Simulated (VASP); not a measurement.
Input of a VASP 6.6.1 run:

File INCAR:

```
PREC = Accurate
ENCUT = 400
EDIFF = 1E-8
ISMEAR = -1
SIGMA = 0.02
LREAL = F
LASPH = T
NELM = 120
ALGO = Normal
ISIF = 2
LWAVE = F
LCHARG = F
GGA = PS
LEFG = T
NBANDS = 15
GGA_COMPAT = F
```

KPOINTS

```
Automatic mesh
0
Gamma
  7 7 7
```

File POSCAR:

```
RbCl
1.0
    0.0000000000      3.3382123806      3.3382123806
    3.3382123806      0.0000000000      3.3382123806
    3.3382123806      3.3382123806      0.0000000000
Rb Cl
1 1
Direct
    0.0000000000      0.0000000000      0.0000000000
    0.5000000000      0.5000000000      0.5000000000
```

Potentials or basis: VASP PAW PBE potentials, release 64 (Rb_sv, Cl).

Launch:

```sh
$ cat potpaw_PBE.64/Rb_sv/POTCAR potpaw_PBE.64/Cl/POTCAR > POTCAR
$ mpirun -np 1 vasp_std > vasp.out
```

Problem. Estimate the band gap on the k mesh.

Solution. 4.72 eV, direct.

Problem. Predict the pressure.

Solution. -0.8 GPa.

Caveat: without QUAD_EFG the Cq values of the log hold for a quadrupole moment of 1 mb, not for the nuclei; the PAW data sets were made with another functional, which shifts forces and pressure a little. A k mesh can miss the band edges.
